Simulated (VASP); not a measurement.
## Mg4HO8 (a cell with a defect): single point with LDA

The system is Mg4HO8 (a cell with a defect).

```
Mg O H
1.0
    -3.11595   -1.79900    3.42557
     3.11595   -1.79900    3.42557
     0.00000    3.59799    3.42557
Mg O H
4 8 1
Cartesian
  0.0000 0.0000 0.0000
  0.0000 -1.7990 3.4256
  -1.5580 0.8995 3.4256
  1.5580 0.8995 3.4256
  0.0000 0.0000 4.4131
  0.0000 -1.7990 7.8386
  -1.5580 0.8995 7.8386
  1.5580 0.8995 7.8386
  0.0000 0.0000 5.8636
  0.0000 1.7990 2.4381
  1.5580 -0.8995 2.4381
  -1.5580 -0.8995 2.4381
  0.1298 -2.4736 8.5641
```

```yaml
Program: VASP 6.6.1
Task: single point
Functional: LDA
Potentials_or_basis: VASP PAW LDA potentials, release 64 (Mg, O, H)
Cutoff: 520 eV
k_mesh: 6 × 6 × 6
Occupations: gaussian, width 0.05 eV
Spin: no spin polarisation
```

| Item | Value |
| --- | --- |
| Largest force | 8.853 eV/Å |

Forces on the atoms (eV/Å):
```
Mg  -0.085 -0.599 -0.946
Mg   0.015 -0.081  0.008
Mg  -0.271  0.131  0.212
Mg   0.431  0.029  0.488
O   -0.019  0.028 -0.335
O   -0.736  4.115 -7.795
O   -0.108  0.126 -0.270
O    0.073  0.091 -0.236
O   -0.024  0.012  0.207
O   -0.829  4.010  7.849
O   -0.054  0.140  0.320
O    0.028  0.096  0.330
H    1.579 -8.099  0.168
```

Levels at points of the mesh, in eV from the Fermi level:
```
           k point  band 24  band 25  band 26  band 27  band 28  band 29  band 30  band 31  band 32  band 33
(0.00, 0.00, 0.00)    -1.64    -1.46    -0.51    -0.48    -0.23     1.24     3.72     3.73     3.83     4.81
(0.50, 0.00, 0.00)    -1.76    -1.30    -1.13    -0.67    -0.47     1.49     3.88     4.04     4.07     5.76
(0.00, 0.50, 0.00)    -1.78    -1.22    -1.09    -0.69    -0.50     1.49     3.86     4.07     4.11     5.86
(0.00, 0.00, 0.50)    -1.81    -1.10    -1.06    -0.72    -0.53     1.49     3.85     4.07     4.20     5.97
(0.50, 0.50, 0.00)    -1.58    -1.15    -1.04    -1.02    -0.72     1.42     3.52     4.14     4.56     5.88
(0.50, 0.00, 0.50)    -1.57    -1.19    -1.14    -0.99    -0.68     1.42     3.51     4.13     4.56     5.80
(0.00, 0.50, 0.50)    -1.55    -1.23    -1.21    -0.97    -0.66     1.42     3.49     4.11     4.58     5.70
(0.50, 0.50, 0.50)    -1.38    -1.33    -1.31    -0.28    -0.25     0.94     3.28     3.89     4.33     4.33
```

Wall time 5.2 min on 1 thread of Intel(R) Xeon(R) 6975P-C (Granite Rapids) (shared host), peak memory 0.48 GiB.

Caveat: the cell carries a net charge on a neutralising background, which shifts energy and pressure; the cell is charged against a uniform background, so pressure and absolute levels hang on convention.
